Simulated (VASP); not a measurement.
Runs of VASP 6.6.1 on CoW3. The structure is that of space group Pm-3m (No. 221), or close to it. The cells are those of the table. 

| cell | further INCAR settings | gap on the mesh (eV) | pressure (GPa) |
| --- | --- | --- | --- |
| a = 3.858, b = 3.858, c = 3.955 Å, 4 atoms | ALGO = Fast; EDIFF = 1e-06; NBANDS = 34 | none | -6.4 |
| a = 3.858, b = 3.858, c = 3.665 Å, 4 atoms | ALGO = Fast; EDIFF = 1e-07; NBANDS = 34 | none | 18.0 |
| a = 3.955, b = 3.955, c = 3.762 Å, 4 atoms | ALGO = Fast; EDIFF = 1e-06; NBANDS = 34 | none | -6.1 |
| a = 3.762, b = 3.762, c = 3.665 Å, 4 atoms | ALGO = Fast; EDIFF = 1e-06; NBANDS = 34 | none | (a) |

Alike in all rows: task single point; level PBEsol; potentials or basis VASP PAW PBE potentials, release 64 (Co, W_sv); no spin polarisation; k mesh 12 × 12 × 12; cutoff (eV) 520; smearing gaussian 0.15 eV.

Question: Estimate the missing entries.

Answer: (a) 38.8.

Caveats: the PAW data sets were made with another functional, which shifts forces and pressure a little; spin-orbit coupling is left out, which moves the levels of the heavy elements; the run has no spin polarisation, though such a crystal can be magnetic; the cell stands under tension (at least some runs); the cell stands under pressure (at least some runs).

A k mesh can miss the band edges, and the runs leave out spin-orbit coupling on W.

A gap of «none» marks levels without a gap at the run's occupations.
